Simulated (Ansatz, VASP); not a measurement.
Two plane-wave programs on GaP

File INCAR:

```
  PREC = Accurate
  ENCUT = 520
  EDIFF = 1E-7
  ISMEAR = 0
  SIGMA = 0.05
  LREAL = False
  LASPH = True
  NELM = 80
  ALGO = Normal
  ISIF = 2
  LWAVE = False
  LCHARG = False
  NBANDS = 26
```

Contents of KPOINTS:

```
Automatic mesh
0
Gamma
  12 12 12
```

Contents of POSCAR:

```
GaP
1.0
    2.0207357825      1.1666723480      5.9163452923
   -2.0207357825      1.1666723480      5.9163452923
    0.0000000000     -2.3333446960      5.9163452923
Ga P
2 2
Direct
    0.4353720000      0.4353720000      0.4353720000
    0.5646280000      0.5646280000      0.5646280000
    0.0573890000      0.0573890000      0.0573890000
    0.9426110000      0.9426110000      0.9426110000
```

Input for Ansatz:

```yaml
crystal:
  lattice:
    - [2.0207357825, 1.166672348, 5.9163452923]
    - [-2.0207357825, 1.166672348, 5.9163452923]
    - [0.0, -2.333344696, 5.9163452923]
  atoms:
    - { symbol: Ga, position: [0.435372, 0.435372, 0.435372] }
    - { symbol: Ga, position: [0.564628, 0.564628, 0.564628] }
    - { symbol: P, position: [0.057389, 0.057389, 0.057389] }
    - { symbol: P, position: [0.942611, 0.942611, 0.942611] }
basis:
  ecutwfc: 420
kpoints:
  mp_grid: { grid: [12, 12, 12] }
hamiltonian:
  xc: lda
scf:
  occupations: { method: gaussian, width: 0.05 }
output:
  forces: true
  stress: true
  eigenvalues: true
```

Change from the starting cell: strain +0.040 along x and y, -0.080 along z, atoms carried along.

Alike in both runs: task single point; functional LDA; k mesh 12 × 12 × 12; occupations gaussian, width 0.05 eV; no spin polarisation.

```csv
,VASP,Ansatz
version,VASP 6.6.1,Ansatz 0.2.0
potentials or method,"VASP PAW LDA potentials, release 64 (Ga_d, P), cutoff 520 eV","scalar-relativistic, plane waves, PAW"
valence electrons in the cell,36,36
```

|  | VASP | Ansatz | Ansatz less VASP |
| --- | --- | --- | --- |
| gap on the k mesh at the Fermi level (eV) | 0.02 | 0.02 | -0.004 |
| least direct gap on the mesh (eV) | 0.08 | 0.07 | -0.004 |
| pressure (GPa) | -1.2 | -1.2 | -0.03 |
| traceless stress, the component that is largest in VASP (GPa) | 17.29 | 17.36 | +0.070 |
| rms of the force components (eV/Å) | 1.036 | 1.062 | +0.0251 |

LDA's correlation is that of Perdew and Zunger in VASP and of Perdew and Wang (1992) in Ansatz. Atom by atom the forces differ by 0.029 eV/Å (rms over components).
